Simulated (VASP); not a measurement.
# SiC (P1) in VASP: single point with r2SCAN

Aim: the single point of SiC with r2SCAN.

Program: VASP 6.6.1. These are calculated values, not measurements. Logs are shortened: lines on timing, memory, paths and dates and some standing lists are left out, and cuts for length are marked.

### Step 1. The cell of the first run

The typed cell holds 8 atoms: a = 3.078 Å, b = 3.078 Å, c = 10.119 Å, α = 87.39°, β = 84.76°, γ = 60.00°.

### Step 2. Single point, r2SCAN

POSCAR

```
SiC
1.0
   -1.5387796673     -2.6652445653      0.0000000000
    1.5387796672     -2.6652445654      0.0000000000
   -0.4616339002     -0.7995733696     10.0767691650
Si C
4 4
Direct
    0.1551220475      0.3333333333      0.5940376193
    0.6384553809      0.6666666667      0.0940376193
   -0.1032279546      0.0000000000      0.3440931819
   -0.2532279546      0.0000000000      0.8440931819
    0.2115321321      0.3333333333      0.4060040042
    0.3948654654      0.6666666667      0.9060040042
    0.9530007416      0.0000000000      0.1566641945
    0.8030007416      0.0000000000      0.6566641945
```

INCAR.step1

```
SYSTEM = SiC
ALGO     = Normal         ! electronic algorithm
EDIFF    = 1E-4           ! SCF threshold, eV
ENCUT    = 520            ! plane-wave cutoff, eV
GGA      = PE             ! functional
ISMEAR   = 0              ! smearing method
LASPH    = .TRUE.         ! aspherical terms in the spheres
LCHARG   = .FALSE.        ! write CHGCAR
LREAL    = .FALSE.        ! projectors in reciprocal space
LWAVE    = .TRUE.         ! write WAVECAR
NBANDS   = 26             ! bands
NELM     = 100            ! most SCF steps
PREC     = Accurate       ! precision mode
SIGMA    = 0.05           ! smearing width, eV
```

INCAR.step2

```
SYSTEM = SiC
ALGO     = Normal         ! electronic algorithm
EDIFF    = 1E-6           ! SCF threshold, eV
ENCUT    = 520            ! plane-wave cutoff, eV
ISIF     = 2              ! what is computed and relaxed
ISMEAR   = 0              ! smearing method
ISTART   = 1            
LASPH    = .TRUE.         ! aspherical terms in the spheres
LCHARG   = .FALSE.        ! write CHGCAR
LMIXTAU  = .TRUE.       
LREAL    = .FALSE.        ! projectors in reciprocal space
LWAVE    = .FALSE.        ! write WAVECAR
METAGGA  = R2SCAN         ! meta-GGA
NBANDS   = 26             ! bands
NELM     = 100            ! most SCF steps
PREC     = Accurate       ! precision mode
SIGMA    = 0.05           ! smearing width, eV
```

KPOINTS

```
k-points
0
G
  8 8 3
  0 0 0
```

Potentials or basis: VASP PAW PBE potentials, release 64 (Si, C).

Launch:

```
$ cat potpaw_PBE.64/Si/POTCAR potpaw_PBE.64/C/POTCAR > POTCAR
$ cp INCAR.step1 INCAR
$ mpirun -np 1 vasp_std > vasp.out
$ cp INCAR.step2 INCAR
$ mpirun -np 1 vasp_std > vasp.out
```

OUTCAR:

```text
SYSTEM = SiC
   EDIFF = 1E-6
   ENCUT = 520
   ISIF = 2
   ISMEAR = 0
   ISTART = 1
   LASPH = .TRUE.
   LREAL = .FALSE.
   METAGGA = R2SCAN
   NELM = 100
   PREC = Accurate

 ion  position               nearest neighbor table
   1  0.155  0.333  0.594-   8 1.89   8 1.89   8 1.89   5 1.89   3 3.08   3 3.08   3 3.08   4 3.08
                             4 3.08   4 3.08
   2  0.638  0.667  0.094-   7 1.89   7 1.89   7 1.89   6 2.11   4 2.74   3 3.08   3 3.08   3 3.08

   3  0.897  0.000  0.344-   5 1.88   5 1.88   5 1.88   7 1.89   1 3.08   1 3.08   1 3.08   2 3.08
                             2 3.08   2 3.08
   4  0.747  0.000  0.844-   6 1.88   6 1.88   6 1.88   8 1.89   2 2.74   1 3.08   1 3.08   1 3.08

   5  0.212  0.333  0.406-   3 1.88   3 1.88   3 1.88   1 1.89
   6  0.395  0.667  0.906-   4 1.88   4 1.88   4 1.88   2 2.11
   7  0.953  0.000  0.157-   2 1.89   2 1.89   2 1.89   3 1.89
   8  0.803  0.000  0.657-   1 1.89   1 1.89   1 1.89   4 1.89

  LATTYP: Found a base centered monoclinic cell.
 ALAT       =     3.0775593345
 B/A-ratio  =     1.7320508076
 C/A-ratio  =     3.2879876983
 COS(beta)  =    -0.0912412173

  Lattice vectors:

 A1 = (   3.0775593345,  -0.0000000001,   0.0000000000)
 A2 = (  -1.5387796672,   2.6652445654,   0.0000000000)
 A3 = (  -0.4616339002,  -0.7995733696,  10.0767691650)

Analysis of symmetry for initial positions (statically):
=====================================================================
 Subroutine PRICEL returns:
 Original cell was already a primitive cell.

 Routine SETGRP: Setting up the symmetry group for a
 base centered monoclinic supercell.

 Subroutine GETGRP returns: Found  1 space group operations
 (whereof  1 operations were pure point group operations)
 out of a pool of  4 trial point group operations.

The static configuration has the point symmetry C_1 .

Analysis of symmetry for dynamics (positions and initial velocities):
=====================================================================
 Subroutine PRICEL returns:
 Original cell was already a primitive cell.

 Routine SETGRP: Setting up the symmetry group for a
 base centered monoclinic supercell.

 Subroutine GETGRP returns: Found  1 space group operations
 (whereof  1 operations were pure point group operations)
 out of a pool of  4 trial point group operations.

The dynamic configuration has the point symmetry C_1 .

 Subroutine INISYM returns: Found  1 space group operations
 (whereof  1 operations are pure point group operations),
 and found     1 'primitive' translations

----------------------------------------------------------------------------------------

                                     Primitive cell

  volume of cell :      82.6542

  direct lattice vectors                    reciprocal lattice vectors
    -1.538779667 -2.665244565  0.000000000    -0.324932809 -0.187600045 -0.029771447
     1.538779667 -2.665244565  0.000000000     0.324932809 -0.187600045  0.000000000
    -0.461633900 -0.799573370 10.076769165     0.000000000  0.000000000  0.099238157

  length of vectors
     3.077559334  3.077559335 10.118977233     0.376379392  0.375200090  0.099238157

  position of ions in fractional coordinates (direct lattice)
     0.155122048  0.333333333  0.594037619
     0.638455381  0.666666667  0.094037619
     0.896772045  1.000000000  0.344093182
     0.746772045  1.000000000  0.844093182
     0.211532132  0.333333333  0.406004004
     0.394865465  0.666666667  0.906004004
     0.953000742  1.000000000  0.156664195
     0.803000742  1.000000000  0.656664195

  ion indices of the primitive-cell ions
   primitive index   ion index
                 1           1
                 2           2
                 3           3
                 4           4
                 5           5
                 6           6
                 7           7
                 8           8

----------------------------------------------------------------------------------------

 KPOINTS: k-points

Automatic generation of k-mesh.
 Grid dimensions read from file:
 generate k-points for:    8    8    3

 Generating k-lattice:

  Cartesian coordinates                     Fractional coordinates (reciprocal lattice)
    -0.040616601 -0.023450006 -0.003721431     0.125000000 -0.000000000  0.000000000
     0.040616601 -0.023450006  0.000000000    -0.000000000  0.125000000  0.000000000
     0.000000000  0.000000000  0.033079386     0.000000000  0.000000000  0.333333333

  Length of vectors
     0.047047424  0.046900011  0.033079386

  Shift w.r.t. Gamma in fractional coordinates (k-lattice)
     0.000000000  0.000000000  0.000000000

 Subroutine IBZKPT returns following result:
 ===========================================

 Found     98 irreducible k-points:

 Following reciprocal coordinates:
            Coordinates               Weight
  0.000000  0.000000  0.000000      1.000000
  0.125000  0.000000  0.000000      2.000000
 -0.125000 -0.125000  0.000000      2.000000
  0.250000  0.000000  0.000000      2.000000
 -0.250000 -0.250000  0.000000      2.000000
  0.375000  0.000000 -0.000000      2.000000
[... 16 lines left out ...]
  0.500000  0.250000  0.000000      2.000000
 -0.375000  0.250000  0.000000      2.000000
 [... further k-points ...]
   k-points           NKPTS =     98   k-points in BZ     NKDIM =     98   number of bands    NBANDS=     26
   number of dos      NEDOS =    301   number of ions     NIONS =      8
   total plane-waves  NPLWV =  46080
   dimension x,y,z NGX =    24 NGY =   24 NGZ =   80
   dimension x,y,z NGXF=    48 NGYF=   48 NGZF=  160
   ions per type =               4   4
   NGX,Y,Z   is equivalent  to a cutoff of  12.96, 12.96, 13.14 a.u.
   NGXF,Y,Z  is equivalent  to a cutoff of  25.93, 25.93, 26.29 a.u.
 SYSTEM =  SiC
   PREC   = accura    normal or accurate (medium, high low for compatibility)
   ISTART =      1    job   : 0-new  1-cont  2-samecut
   ICHARG =      0    charge: 1-file 2-atom 10-const
   ISPIN  =      1    spin polarized calculation?
   LNONCOLLINEAR =      F non collinear calculations
   LSORBIT =      F    spin-orbit coupling
   LASPH  =      T    aspherical Exc in radial PAW
   ENCUT  =  520.0 eV  38.22 Ry    6.18 a.u.   5.72  5.72 18.81*2*pi/ulx,y,z
   NELM   =    100;   NELMIN=  2; NELMDL=  0     # of ELM steps
   EDIFF  = 0.1E-05   stopping-criterion for ELM
   LREAL  =      F    real-space projection
   EDIFFG = 0.1E-04   stopping-criterion for IOM
   NSW    =      0    number of steps for IOM
   IBRION =     -1    ionic relax: 0-MD 1-quasi-New 2-CG
   NFREE  =      0    steps in history (QN), initial steepest desc. (CG)
   ISIF   =      2    stress and relaxation
   ISYM   =      2    0-nonsym 1-usesym 2-fastsym
   POTIM  = 0.5000    time-step for ionic-motion
   TEBEG  =    0.0;   TEEND  =   0.0 temperature during run
   PSTRESS=    0.0 pullay stress
   NELECT =      32.0000    total number of electrons
   NUPDOWN=      -1.0000    fix difference up-down
   EMIN   =  10.00;   EMAX   =-10.00  energy-range for DOS
   EFERMI =   0.00;   METHOD = LEGACY
   ISMEAR =     0;   SIGMA  =   0.05  broadening in eV -4-tet -1-fermi 0-gaus
   EFERMI_NEDOS =   21; number of points for ismear=-14 and -15
   IALGO  =     38    algorithm
   IMIX   =      4    mixing-type and parameters
     AMIX     =   0.40;   BMIX     =  1.00
     AMIX_MAG =   1.60;   BMIX_MAG =  1.00
  volume/ion in A,a.u.               =      10.33        69.72
  Fermi-wavevector in a.u.,A,eV,Ry     =   1.193172  2.254769 19.370077  1.423661
  Thomas-Fermi vector in A             =   2.329193
   LORBIT       =      0    0 simple, 1 ext, 2 COOP (PROOUT), +10 PAW based schemes
   METAGGA = R2SCAN    functional components
   LHFCALC =     F    Hartree Fock is set to
   AEXX    =    0.0000 exact exchange contribution
   IVDW    =     0    specifies the selected vdW correction
   LEPSILON=     F    determine dielectric tensor
   LRPA    =     F    only Hartree local field effects (RPA)
 non-spin polarized calculation
 Gauss-broadening in eV      SIGMA  =   0.05
  energy-cutoff  :      520.00
  volume of cell :       82.65
 maximum number of plane-waves:      2238
   NGX = 11   NGY = 11   NGZ = 37

 number of electron      32.0000001 magnetization

 Free energy of the ion-electron system (eV)
  ---------------------------------------------------
  ext. energy  EPLUGINS =         0.00000000
  ---------------------------------------------------
  free energy    TOTEN  =       -76.03260352 eV

  energy without entropy =      -76.03260352  energy(sigma->0) =      -76.03260352

 E-fermi :   8.8381     XC(G=0): -11.9692

 val. band max:        8.5580328362   @ k =   0.0000   0.0000   0.0000
 cond. band min:       9.6243832495   @ k =   0.5000   0.5000  -0.0000
 fundamental gap:      1.0663504132
 Fermi energy:         8.8380950018

 k-point     1 :       0.0000    0.0000    0.0000
  band No.  band energies     occupation
      1      -8.1793      2.00000
      2      -6.9797      2.00000
      3      -6.8921      2.00000
      4      -4.5472      2.00000
      5      -0.7414      2.00000
      6       3.4795      2.00000
[... 18 lines left out ...]
     25      16.2903      0.00000
     26      16.4914      0.00000

 k-point     2 :       0.1250    0.0000    0.0000
  band No.  band energies     occupation
      1      -7.8950      2.00000
      2      -6.7606      2.00000
      3      -6.5629      2.00000
      4      -4.3209      2.00000
      5      -0.4690      2.00000
      6       3.4678      2.00000
[... 18 lines left out ...]
     25      16.4041      0.00000
     26      16.6917      0.00000

 k-point     3 :      -0.1250   -0.1250    0.0000
  band No.  band energies     occupation
      1      -7.8952      2.00000
      2      -6.7587      2.00000
      3      -6.5641      2.00000
      4      -4.3164      2.00000
      5      -0.4722      2.00000
      6       3.4711      2.00000
[... 18 lines left out ...]
     25      16.4018      0.00000
     26      16.5460      0.00000

 k-point     4 :       0.2500    0.0000    0.0000
  band No.  band energies     occupation
      1      -7.0600      2.00000
      2      -6.0439      2.00000
      3      -5.6872      2.00000
      4      -3.7034      2.00000
      5       0.2720      2.00000
      6       2.5495      2.00000
[... 18 lines left out ...]
     25      17.1703      0.00000
     26      17.7765      0.00000
[... 496 lines left out ...]
      1      -7.0730      2.00000
      2      -5.9247      2.00000
      3      -5.8259      2.00000
      4      -3.6703      2.00000
      5       0.2190      2.00000
      6       2.6348      2.00000
[... 18 lines left out ...]
     25      17.1706      0.00000
     26      17.5076      0.00000

 k-point    23 :       0.5000    0.2500    0.0000
  band No.  band energies     occupation
      1      -5.0364      2.00000
      2      -4.3367      2.00000
      3      -3.7876      2.00000
      4      -2.7726      2.00000
      5       0.1574      2.00000
      6       0.6837      2.00000
[... 18 lines left out ...]
     25      17.8016      0.00000
     26      18.0366      0.00000

 k-point    24 :      -0.3750    0.2500    0.0000
  band No.  band energies     occupation
      1      -3.9458      2.00000
      2      -3.6681      2.00000
      3      -3.3833      2.00000
      4      -2.9690      2.00000
      5      -0.2870      2.00000
      6       0.3183      2.00000
[... 18 lines left out ...]
     25      18.1672      0.00000
     26      18.6892      0.00000

 [... further k-points ...]
[... 5 lines left out ...]
  --------------------------------------------------------------------------------------
  -------------------------------------------------------------------------------------
  Total        0.1698178     -3.0760866      1.0693682     -0.9444457      4.3575478      3.8903695
  in kB        3.2917663    -59.6271879     20.7287456    -18.3072356     84.4671669     75.4113342
  external PRESSURE =     -11.8688920 kB  Pullay stress =       0.0000000 kB

 VOLUME and BASIS-vectors are now :
 -----------------------------------------------------------------------------
  energy-cutoff  :      520.00
  volume of cell :       82.65
      direct lattice vectors                 reciprocal lattice vectors
    -1.538779667 -2.665244565  0.000000000    -0.324932809 -0.187600045 -0.029771447
     1.538779667 -2.665244565  0.000000000     0.324932809 -0.187600045  0.000000000
    -0.461633900 -0.799573370 10.076769165     0.000000000  0.000000000  0.099238157

 POSITION                                       TOTAL-FORCE (eV/Angst)
 -----------------------------------------------------------------------------------
     -0.00000     -1.77683      5.98598         0.037696      0.047236      0.089451
     -0.00000     -3.55366      0.94760         0.795272      1.873698     -0.371645
     -1.53878     -2.66524      3.46735         0.191010      0.074209      0.211281
     -1.53878     -2.66524      8.50573         0.206815     -0.244163     -0.208522
     -0.00000     -1.77683      4.09121        -0.000438      0.006384     -0.072849
     -0.00000     -3.55366      9.12959        -1.516778     -1.471189      0.260175
     -1.53878     -2.66524      1.57867         0.425567     -0.145010      0.252497
     -1.53878     -2.66524      6.61705        -0.139145     -0.141165     -0.160388
 -----------------------------------------------------------------------------------
    total drift:                               -0.000002     -0.000020     -0.000383

  FREE ENERGIE OF THE ION-ELECTRON SYSTEM (eV)
  ---------------------------------------------------
  free  energy   TOTEN  =       -76.0326035170 eV

  energy  without entropy=      -76.0326035170  energy(sigma->0) =      -76.03260352
```

Wall time 12 min (1 thread of AMD EPYC 7R43 (Zen 3), shared host); peak memory 0.27 GiB.

What came out:

| Quantity | Value |
| --- | --- |
| Free energy | -76.0326 eV |
| Pressure | -1.2 GPa |
| Largest force | 2.129 eV/Å |
| Band gap on the k mesh | 1.07 eV, indirect (least direct gap 2.02 eV) |

Forces on the atoms (eV/Å):
```
Si   0.038  0.047  0.089
Si   0.795  1.874 -0.372
Si   0.191  0.074  0.211
Si   0.207 -0.244 -0.209
C    0.000  0.006 -0.073
C   -1.517 -1.471  0.260
C    0.426 -0.145  0.252
C   -0.139 -0.141 -0.160
```

Levels at points of the mesh, in eV from the valence-band top:
```tsv
k point	band 12	band 13	band 14	band 15	band 16	band 17	band 18	band 19	band 20	band 21
(0.00, 0.00, 0.00)	-1.04	-0.96	-0.66	-0.48	0.00	4.95	5.37	6.01	6.37	6.82
(0.50, 0.00, 0.00)	-3.12	-3.00	-2.84	-1.84	-1.29	1.78	2.64	3.69	4.04	5.08
(0.50, 0.50, 0.00)	-3.10	-3.04	-2.83	-1.89	-0.95	1.07	2.51	4.06	4.46	5.26
(0.00, 0.50, 0.00)	-3.40	-2.81	-2.57	-2.10	-1.43	1.88	2.51	3.53	4.98	5.25
```

Caveat: the PAW data sets were made with another functional, which shifts forces and pressure a little.
